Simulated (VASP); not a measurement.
A run of VASP 6.6.1 is set up as follows.

The input INCAR:

```
PREC     = Accurate       # precision mode
ENCUT    = 520            # plane-wave cutoff, eV
EDIFF    = 1E-6           # SCF threshold, eV
ISMEAR   = 0              # smearing method
SIGMA    = 0.02           # smearing width, eV
LREAL    = False          # projectors in reciprocal space
LASPH    = True           # aspherical terms in the spheres
NELM     = 100            # most SCF steps
ALGO     = Normal         # electronic algorithm
ISIF     = 2              # what is computed and relaxed
LWAVE    = False          # write WAVECAR
LCHARG   = False          # write CHGCAR
GGA      = PE             # functional
NBANDS   = 16             # bands
```

KPOINTS

```
Automatic mesh
0
Gamma
  12 12 6
```

POSCAR

```
SiC
1.0
    3.0917665546      0.0000000000      0.0000000000
   -1.5458832773      2.6775483789      0.0000000000
    0.0000000000      0.0000000000      5.0740210508
Si C
2 2
Direct
    0.3333333333      0.6666666667      0.0045635118
    0.6666666667      0.3333333333      0.5045635118
    0.3333333333      0.6666666667      0.3804364882
    0.6666666667      0.3333333333      0.8804364882
```

Potentials or basis: VASP PAW PBE potentials, release 64 (Si, C).

Command:

```sh
$ cat potpaw_PBE.64/Si/POTCAR potpaw_PBE.64/C/POTCAR > POTCAR
$ mpirun -np 1 vasp_std > vasp.out
```

**Question.** What does it give for the pressure?

**Answer.** 0.0 GPa.

**Question.** Estimate the largest force.

**Answer.** 0.003 eV/Å.

**Question.** Estimate the band gap on the k mesh.

**Answer.** 2.30 eV, indirect (least direct gap 3.94 eV).

Forces in eV/Å, atoms in the order of the input:
```
Si   0.000  0.000  0.003
Si   0.000  0.000  0.003
C    0.000  0.000 -0.003
C    0.000  0.000 -0.003
```

A k mesh can miss the band edges. As with any semilocal functional, this PBE gap is likely too small.
